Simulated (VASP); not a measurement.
Wanted: the native input for a VASP 6.6.1 run.

```yaml
Task: single point
Functional: PBEsol
Potentials_or_basis: VASP PAW PBE potentials, release 64 (W_sv)
Cutoff: 520 eV
k_mesh: 18 × 18 × 18
Occupations: gaussian, width 0.1 eV
Spin: no spin polarisation
Dipole_correction: no
Further_INCAR_settings: ALGO = Normal; EDIFF = 1e-06; NBANDS = 13
```

The structure of W lies in POSCAR:

```
W
1.0
   -1.5771639877      1.5771639877      1.5771639877
    1.5771639877     -1.5771639877      1.5771639877
    1.5771639877      1.5771639877     -1.5771639877
W
1
Direct
    0.0000000000      0.0000000000      0.0000000000
```

These files were run (other wordings do the same):

INCAR

```
SYSTEM = W
  ALGO = Normal
  EDIFF = 1E-6
  ENCUT = 520
  GGA = PS
  ISIF = 2
  ISMEAR = 0
  LASPH = .True.
  LCHARG = .False.
  LREAL = .False.
  LWAVE = .False.
  NBANDS = 13
  NELM = 60
  PREC = Accurate
  SIGMA = 0.1
```

KPOINTS

```
k-points
0
Gamma
  18 18 18
  0 0 0
```

Potentials or basis: VASP PAW PBE potentials, release 64 (W_sv).

Command:

```sh
$ cat potpaw_PBE.64/W_sv/POTCAR > POTCAR
$ mpirun -np 1 vasp_std > vasp.out
```

Results of the run:

| Item | Value |
| --- | --- |
| Pressure | 0.7 GPa |
| Band gap on the k mesh | zero (band 7 reaches 16.67 eV, above the bottom of band 8 at 10.17 eV) |

Caveat: the PAW data sets were made with another functional, which shifts forces and pressure a little; spin-orbit coupling is left out, which moves the levels of the heavy elements.

Wall time 12 s on 1 thread of Intel(R) Xeon(R) 6975P-C (Granite Rapids), with other jobs on the host, peak memory 0.15 GiB.
